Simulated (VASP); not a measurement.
# HfB in VASP: notebook

HfB is run at these levels: PBE; tasks: single point.

All numbers are computed with VASP 6.6.1; they aren't measurements. Logs are shortened: lines on timing, memory, paths and dates and some standing lists are left out, and cuts for length are marked.

## (1) The cell of the first run

It takes space group I4/mmm (No. 139, tetragonal). The conventional cell has a = 3.469 Å, b = 3.469 Å, c = 4.815 Å, α = 90.00°, β = 90.00°, γ = 90.00°. Within 3.2 Å of Hf (site symmetry 4/mmm) lie 6 B at 2.41 to 2.45 Å. Within 3.2 Å of B (site symmetry 4/mmm) lie 6 Hf at 2.41 to 2.45 Å.

## (2) Single point, PBE (biaxial strain in the a-b plane: +1.5 %, then relaxed in part)

Input file INCAR:

```
ALGO     = Normal         # electronic algorithm
EDIFF    = 1E-7           # SCF threshold, eV
ENCUT    = 520            # plane-wave cutoff, eV
GGA      = PE             # functional
ISIF     = 2              # what is computed and relaxed
ISMEAR   = 0              # smearing method
LASPH    = True           # aspherical terms in the spheres
LCHARG   = False          # write CHGCAR
LREAL    = False          # projectors in reciprocal space
LWAVE    = False          # write WAVECAR
NBANDS   = 21             # bands
NELM     = 60             # most SCF steps
PREC     = Accurate       # precision mode
SIGMA    = 0.1            # smearing width, eV
```

Input file KPOINTS:

```
k-points
0
Gamma
  12 12 10
```

Input file POSCAR:

```
HfB
1.0
    2.4531517791      2.4531517791      0.0000000000
   -2.4531517791      2.4531517791      0.0000000000
    0.0000000000      0.0000000000      4.8151706289
Hf B
2 2
Direct
    0.5000000000      0.5000000000      0.0000000000
    0.0000000000      0.0000000000      0.5000000000
    0.0000000000      0.0000000000      0.0000000000
    0.5000000000      0.5000000000      0.5000000000
```

Potentials or basis: VASP PAW PBE potentials, release 64 (Hf_pv, B).

Command:

```sh
> cat potpaw_PBE.64/Hf_pv/POTCAR potpaw_PBE.64/B/POTCAR > POTCAR
> mpirun -np 1 vasp_std > vasp.out
```

OUTCAR:

```text
EDIFF = 1E-7
   ENCUT = 520
   GGA = PE
   ISIF = 2
   ISMEAR = 0
   LASPH = True
   LREAL = False
   NELM = 60
   PREC = Accurate

 ion  position               nearest neighbor table
   1  0.500  0.500  0.000-   4 2.41   4 2.41   3 2.45   3 2.45   3 2.45   3 2.45   2 3.44   2 3.44
                             2 3.44   2 3.44   2 3.44   2 3.44   2 3.44   2 3.44
   2  0.000  0.000  0.500-   3 2.41   3 2.41   4 2.45   4 2.45   4 2.45   4 2.45   1 3.44   1 3.44
                             1 3.44   1 3.44   1 3.44   1 3.44   1 3.44   1 3.44
   3  0.000  0.000  0.000-   2 2.41   2 2.41   1 2.45   1 2.45   1 2.45   1 2.45
   4  0.500  0.500  0.500-   1 2.41   1 2.41   2 2.45   2 2.45   2 2.45   2 2.45

  LATTYP: Found a simple tetragonal cell.
 ALAT       =     3.4692805166
 C/A-ratio  =     1.3879450237

  Lattice vectors:

 A1 = (   2.4531517791,   2.4531517791,   0.0000000000)
 A2 = (  -2.4531517791,   2.4531517791,   0.0000000000)
 A3 = (   0.0000000000,   0.0000000000,   4.8151706289)

Analysis of symmetry for initial positions (statically):
=====================================================================
 Subroutine PRICEL returns following result:

  LATTYP: Found a body centered tetragonal cell.
 ALAT       =     3.4692805166
 C/A-ratio  =     1.3879450237

  Lattice vectors:

 A1 = (   0.0000000000,  -2.4531517791,  -2.4075853144)
 A2 = (   0.0000000000,   2.4531517791,  -2.4075853145)
 A3 = (   2.4531517791,   0.0000000000,   2.4075853144)

   2 primitive cells build up your supercell.

 Routine SETGRP: Setting up the symmetry group for a
 simple tetragonal supercell.

 Subroutine GETGRP returns: Found 16 space group operations
 (whereof 16 operations were pure point group operations)
 out of a pool of 16 trial point group operations.

The static configuration has the point symmetry D_4h.

Analysis of symmetry for dynamics (positions and initial velocities):
=====================================================================
 Subroutine PRICEL returns following result:

  LATTYP: Found a body centered tetragonal cell.
 ALAT       =     3.4692805166
 C/A-ratio  =     1.3879450237

  Lattice vectors:

 A1 = (   0.0000000000,  -2.4531517791,  -2.4075853144)
 A2 = (   0.0000000000,   2.4531517791,  -2.4075853145)
 A3 = (   2.4531517791,   0.0000000000,   2.4075853144)

   2 primitive cells build up your supercell.
[... 100 lines left out ...]
   ISTART =      0    job   : 0-new  1-cont  2-samecut
   ICHARG =      2    charge: 1-file 2-atom 10-const
   ISPIN  =      1    spin polarized calculation?
   LNONCOLLINEAR =      F non collinear calculations
   LSORBIT =      F    spin-orbit coupling
   LASPH  =      T    aspherical Exc in radial PAW
   ENCUT  =  520.0 eV  38.22 Ry    6.18 a.u.   6.45  6.45  8.95*2*pi/ulx,y,z
   NELM   =     60;   NELMIN=  2; NELMDL= -5     # of ELM steps
   EDIFF  = 0.1E-06   stopping-criterion for ELM
   LREAL  =      F    real-space projection
   EDIFFG = 0.1E-05   stopping-criterion for IOM
   NSW    =      0    number of steps for IOM
   IBRION =     -1    ionic relax: 0-MD 1-quasi-New 2-CG
   NFREE  =      0    steps in history (QN), initial steepest desc. (CG)
   ISIF   =      2    stress and relaxation
   ISYM   =      2    0-nonsym 1-usesym 2-fastsym
   POTIM  = 0.5000    time-step for ionic-motion
   TEBEG  =    0.0;   TEEND  =   0.0 temperature during run
   PSTRESS=    0.0 pullay stress
   NELECT =      26.0000    total number of electrons
   NUPDOWN=      -1.0000    fix difference up-down
   EMIN   =  10.00;   EMAX   =-10.00  energy-range for DOS
   EFERMI =   0.00;   METHOD = LEGACY
   ISMEAR =     0;   SIGMA  =   0.10  broadening in eV -4-tet -1-fermi 0-gaus
   EFERMI_NEDOS =   21; number of points for ismear=-14 and -15
   IALGO  =     38    algorithm
   IMIX   =      4    mixing-type and parameters
     AMIX     =   0.40;   BMIX     =  1.00
     AMIX_MAG =   1.60;   BMIX_MAG =  1.00
  volume/ion in A,a.u.               =      14.49        97.77
  Fermi-wavevector in a.u.,A,eV,Ry     =   1.253244  2.368289 21.369603  1.570622
  Thomas-Fermi vector in A             =   2.387106
   LORBIT       =      0    0 simple, 1 ext, 2 COOP (PROOUT), +10 PAW based schemes
   GGA     = PE    functional components
   LHFCALC =     F    Hartree Fock is set to
   AEXX    =    0.0000 exact exchange contribution
   IVDW    =     0    specifies the selected vdW correction
   LEPSILON=     F    determine dielectric tensor
   LRPA    =     F    only Hartree local field effects (RPA)
 non-spin polarized calculation
 Gauss-broadening in eV      SIGMA  =   0.10
  energy-cutoff  :      520.00
  volume of cell :       57.95
 maximum number of plane-waves:      1590
 NGX is ok and might be reduce to    28

 number of electron      25.9999995 magnetization

 Free energy of the ion-electron system (eV)
  ---------------------------------------------------
  ext. energy  EPLUGINS =         0.00000000
  ---------------------------------------------------
  free energy    TOTEN  =       -34.89860052 eV

  energy without entropy =      -34.88869719  energy(sigma->0) =      -34.89364885

 E-fermi :   4.1291     XC(G=0): -11.5499

 val. band max:        4.1012899742   @ k =   0.1667   0.0833   0.2000
 cond. band min:       4.1295075426   @ k =   0.5000   0.3333   0.3000
 fundamental gap:      0.0282175684
 Fermi energy:         4.1291293814

 k-point     1 :       0.0000    0.0000    0.0000
  band No.  band energies     occupation
      1     -25.3698      2.00000
      2     -25.1770      2.00000
      3     -25.1770      2.00000
      4     -25.0255      2.00000
      5     -25.0255      2.00000
      6     -25.0043      2.00000
[... 565 lines left out ...]
     20      10.7971      0.00000
     21      10.8664      0.00000

 [... further k-points ...]
[... 5 lines left out ...]
  --------------------------------------------------------------------------------------
  -------------------------------------------------------------------------------------
  Total       -2.1917323     -2.1917323      0.0211205      0.0000000     -0.0000000     -0.0000000
  in kB      -60.5909249    -60.5909249      0.5838802      0.0000000     -0.0000000     -0.0000000
  external PRESSURE =     -40.1993232 kB  Pullay stress =       0.0000000 kB

 VOLUME and BASIS-vectors are now :
 -----------------------------------------------------------------------------
  energy-cutoff  :      520.00
  volume of cell :       57.95
      direct lattice vectors                 reciprocal lattice vectors
     2.453151779  2.453151779  0.000000000     0.203819431  0.203819431  0.000000000
    -2.453151779  2.453151779  0.000000000    -0.203819431  0.203819431  0.000000000
     0.000000000  0.000000000  4.815170629     0.000000000  0.000000000  0.207676960

 POSITION                                       TOTAL-FORCE (eV/Angst)
 -----------------------------------------------------------------------------------
      0.00000      2.45315      0.00000         0.000000     -0.000000      0.000000
      0.00000      0.00000      2.40759        -0.000000      0.000000      0.000000
      0.00000      0.00000      0.00000         0.000000     -0.000000      0.000000
      0.00000      2.45315      2.40759         0.000000     -0.000000     -0.000000
 -----------------------------------------------------------------------------------
    total drift:                               -0.000000      0.000000     -0.000000

  FREE ENERGIE OF THE ION-ELECTRON SYSTEM (eV)
  ---------------------------------------------------
  free  energy   TOTEN  =       -34.8986005194 eV

  energy  without entropy=      -34.8886971895  energy(sigma->0) =      -34.89364885
```

OSZICAR:

```text
N       E                     dE             d eps       ncg     rms          rms(c)
DAV:   1     0.706267028682E+02    0.70627E+02   -0.14227E+04  7056   0.119E+03
DAV:   2    -0.347977457145E+02   -0.10542E+03   -0.10157E+03  8878   0.270E+02
DAV:   3    -0.384090301147E+02   -0.36113E+01   -0.35690E+01  9161   0.346E+01
DAV:   4    -0.384397332810E+02   -0.30703E-01   -0.30653E-01  8933   0.371E+00
DAV:   5    -0.384400066805E+02   -0.27340E-03   -0.27337E-03  8841   0.320E-01    0.729E+01
DAV:   6    -0.350044786680E+02    0.34355E+01   -0.12196E+01  7674   0.136E+01    0.466E+01
DAV:   7    -0.349640252387E+02    0.40453E-01   -0.19998E+00  8683   0.691E+00    0.102E+01
DAV:   8    -0.348990672091E+02    0.64958E-01   -0.34434E-01  7886   0.249E+00    0.133E+00
DAV:   9    -0.348986276262E+02    0.43958E-03   -0.10998E-02  8634   0.644E-01    0.337E-01
DAV:  10    -0.348986020426E+02    0.25584E-04   -0.25941E-04  8764   0.934E-02    0.312E-02
DAV:  11    -0.348986022748E+02   -0.23226E-06   -0.10078E-05  9123   0.165E-02    0.323E-02
DAV:  12    -0.348986004691E+02    0.18058E-05   -0.26543E-06  8273   0.106E-02    0.213E-03
DAV:  13    -0.348986005194E+02   -0.50338E-07   -0.17623E-07  6982   0.252E-03
   1 F= -.34898601E+02 E0= -.34893649E+02  d E =-.990333E-02
```

Run time: 64 s. Hardware: 1 thread of Intel Xeon 6975P-C (Granite Rapids), shared host; peak memory 0.3 GiB.

Results:

```yaml
Free_energy: -34.8986 eV
Pressure: -4.0 GPa
Band_gap_on_the_k_mesh: zero (band 13 reaches 6.09 eV, above the bottom of band 14 at 2.84 eV)
```

Caveat: the cell differs from its parent crystal (biaxial strain in the a-b plane: +1.5 %, then relaxed in part); spin-orbit coupling is left out, which moves the levels of the heavy elements.

## (3) Single point, PBE

This run uses another cell than the first one: it holds 2 atoms, not 4.

Input file INCAR:

```
SYSTEM = HfB
ALGO = Normal
EDIFF = 1E-6
ENCUT = 520
GGA = PE
ISIF = 2
ISMEAR = 0
LASPH = .TRUE.
LCHARG = .TRUE.
LELF = .TRUE.
LREAL = .FALSE.
LVHAR = .TRUE.
LWAVE = .FALSE.
NBANDS = 14
NELM = 80
PREC = Accurate
SIGMA = 0.1
```

Input file KPOINTS:

```
k-points
0
G
  16 16 16
  0 0 0
```

Input file POSCAR:

```
HfB
1.0
    0.0000000000      2.2392662348      2.2392662348
    2.2392662348      0.0000000000      2.2392662348
    2.2392662348      2.2392662348      0.0000000000
Hf B
1 1
Direct
    0.5000000000      0.5000000000      0.5000000000
    0.0000000000      0.0000000000      0.0000000000
```

Potentials or basis: VASP PAW PBE potentials, release 64 (Hf_pv, B).

Command:

```sh
> cat potpaw_PBE.64/Hf_pv/POTCAR potpaw_PBE.64/B/POTCAR > POTCAR
> mpirun -np 1 vasp_std > vasp.out
```

OUTCAR:

```text
SYSTEM = HfB
   EDIFF = 1E-6
   ENCUT = 520
   GGA = PE
   ISIF = 2
   ISMEAR = 0
   LASPH = .TRUE.
   LREAL = .FALSE.
   NELM = 80
   PREC = Accurate

 ion  position               nearest neighbor table
   1  0.500  0.500  0.500-   2 2.24   2 2.24   2 2.24   2 2.24   2 2.24   2 2.24
   2  0.000  0.000  0.000-   1 2.24   1 2.24   1 2.24   1 2.24   1 2.24   1 2.24

  LATTYP: Found a face centered cubic cell.
 ALAT       =     4.4785324696

  Lattice vectors:

 A1 = (   0.0000000000,   2.2392662348,   2.2392662348)
 A2 = (   2.2392662348,   0.0000000000,   2.2392662348)
 A3 = (   2.2392662348,   2.2392662348,   0.0000000000)

Analysis of symmetry for initial positions (statically):
=====================================================================
 Subroutine PRICEL returns:
 Original cell was already a primitive cell.

 Routine SETGRP: Setting up the symmetry group for a
 face centered cubic supercell.

 Subroutine GETGRP returns: Found 48 space group operations
 (whereof 48 operations were pure point group operations)
 out of a pool of 48 trial point group operations.

The static configuration has the point symmetry O_h .

Analysis of symmetry for dynamics (positions and initial velocities):
=====================================================================
 Subroutine PRICEL returns:
 Original cell was already a primitive cell.

 Routine SETGRP: Setting up the symmetry group for a
 face centered cubic supercell.

 Subroutine GETGRP returns: Found 48 space group operations
 (whereof 48 operations were pure point group operations)
 out of a pool of 48 trial point group operations.

The dynamic configuration has the point symmetry O_h .

 Subroutine INISYM returns: Found 48 space group operations
 (whereof 48 operations are pure point group operations),
 and found     1 'primitive' translations

----------------------------------------------------------------------------------------

[... 116 lines left out ...]
   LORBIT       =      0    0 simple, 1 ext, 2 COOP (PROOUT), +10 PAW based schemes
   GGA     = PE    functional components
   LHFCALC =     F    Hartree Fock is set to
   AEXX    =    0.0000 exact exchange contribution
   IVDW    =     0    specifies the selected vdW correction
   LEPSILON=     F    determine dielectric tensor
   LRPA    =     F    only Hartree local field effects (RPA)
 non-spin polarized calculation
 Gauss-broadening in eV      SIGMA  =   0.10
  energy-cutoff  :      520.00
  volume of cell :       22.46
 maximum number of plane-waves:       620
   NGX = 11   NGY = 11   NGZ = 11

 number of electron      12.9999999 magnetization

 Free energy of the ion-electron system (eV)
  ---------------------------------------------------
  ext. energy  EPLUGINS =         0.00000000
  ---------------------------------------------------
  free energy    TOTEN  =       -16.53506327 eV

  energy without entropy =      -16.53056942  energy(sigma->0) =      -16.53281634

 E-fermi :   5.7710     XC(G=0): -12.7563

 val. band max:        5.7663379936   @ k =   0.5000   0.2500   0.0000
 cond. band min:       5.7863463504   @ k =   0.2500   0.1250   0.0000
 fundamental gap:      0.0200083569
 Fermi energy:         5.7710303526

 k-point     1 :       0.0000    0.0000    0.0000
  band No.  band energies     occupation
      1     -22.0541      2.00000
      2     -22.0541      2.00000
      3     -22.0541      2.00000
      4      -4.1068      2.00000
      5       8.0292      0.00000
      6       8.0292      0.00000
      7       8.0292      0.00000
      8       9.9884      0.00000
      9       9.9884      0.00000
     10       9.9884      0.00000
     11      10.3343      0.00000
     12      10.3343      0.00000
     13      17.7911      0.00000
     14      20.2357      0.00000
[... 377 lines left out ...]
      1     -22.1550      2.00000
      2     -22.0824      2.00000
      3     -22.0568      2.00000
      4      -3.7661      2.00000
      5       7.2189      0.00000
      6       7.3591      0.00000
      7       7.8360      0.00000
      8       8.2149      0.00000
      9       9.5083      0.00000
     10      10.6356      0.00000
     11      11.8187      0.00000
     12      13.0050      0.00000
     13      18.6465      0.00000
     14      20.5445      0.00000

 [... further k-points ...]
[... 5 lines left out ...]
  --------------------------------------------------------------------------------------
  -------------------------------------------------------------------------------------
  Total        8.6600497      8.6600497      8.6600497     -0.0000000      0.0000000     -0.0000000
  in kB      617.8510348    617.8510348    617.8510348     -0.0000000      0.0000000     -0.0000000
  external PRESSURE =     617.8510348 kB  Pullay stress =       0.0000000 kB

 VOLUME and BASIS-vectors are now :
 -----------------------------------------------------------------------------
  energy-cutoff  :      520.00
  volume of cell :       22.46
      direct lattice vectors                 reciprocal lattice vectors
     0.000000000  2.239266235  2.239266235    -0.223287429  0.223287429  0.223287429
     2.239266235  0.000000000  2.239266235     0.223287429 -0.223287429  0.223287429
     2.239266235  2.239266235  0.000000000     0.223287429  0.223287429 -0.223287429

 POSITION                                       TOTAL-FORCE (eV/Angst)
 -----------------------------------------------------------------------------------
      2.23927      2.23927      2.23927        -0.000000      0.000000      0.000000
      0.00000      0.00000      0.00000         0.000000     -0.000000     -0.000000
 -----------------------------------------------------------------------------------
    total drift:                               -0.000000     -0.000000      0.000000

  FREE ENERGIE OF THE ION-ELECTRON SYSTEM (eV)
  ---------------------------------------------------
  free  energy   TOTEN  =       -16.5350632655 eV

  energy  without entropy=      -16.5305694200  energy(sigma->0) =      -16.53281634
```

OSZICAR:

```text
N       E                     dE             d eps       ncg     rms          rms(c)
DAV:   1     0.237412216497E+02    0.23741E+02   -0.71346E+03  4108   0.886E+02
DAV:   2    -0.171941612063E+02   -0.40935E+02   -0.38834E+02  4992   0.198E+02
DAV:   3    -0.181176246377E+02   -0.92346E+00   -0.91946E+00  5104   0.207E+01
DAV:   4    -0.181202057052E+02   -0.25811E-02   -0.25809E-02  4670   0.135E+00
DAV:   5    -0.181202163498E+02   -0.10645E-04   -0.10644E-04  5182   0.780E-02    0.772E+01
DAV:   6    -0.166015337607E+02    0.15187E+01   -0.23279E+00  4972   0.977E+00    0.483E+01
DAV:   7    -0.165884203802E+02    0.13113E-01   -0.12518E+00  5266   0.646E+00    0.797E+00
DAV:   8    -0.165345286689E+02    0.53892E-01   -0.16261E-01  4642   0.261E+00    0.618E-01
DAV:   9    -0.165350710575E+02   -0.54239E-03   -0.60609E-03  5032   0.584E-01    0.188E-01
DAV:  10    -0.165350638077E+02    0.72497E-05   -0.88629E-05  4702   0.613E-02    0.131E-01
DAV:  11    -0.165350635288E+02    0.27896E-06   -0.16163E-05  4768   0.266E-02    0.137E-02
DAV:  12    -0.165350632655E+02    0.26329E-06   -0.53328E-07  3308   0.578E-03
   1 F= -.16535063E+02 E0= -.16532816E+02  d E =-.449385E-02
```

Run time: 23 s. Hardware: 1 thread of Intel Xeon Platinum 8375C at 2.90GHz (Ice Lake), shared host; peak memory 0.17 GiB.

What came out:

```
Free energy : -16.5351 eV
Pressure    : 61.8 GPa
```

Caveat: spin-orbit coupling is left out, which moves the levels of the heavy elements.

(Part 1 of 2 ends here.)
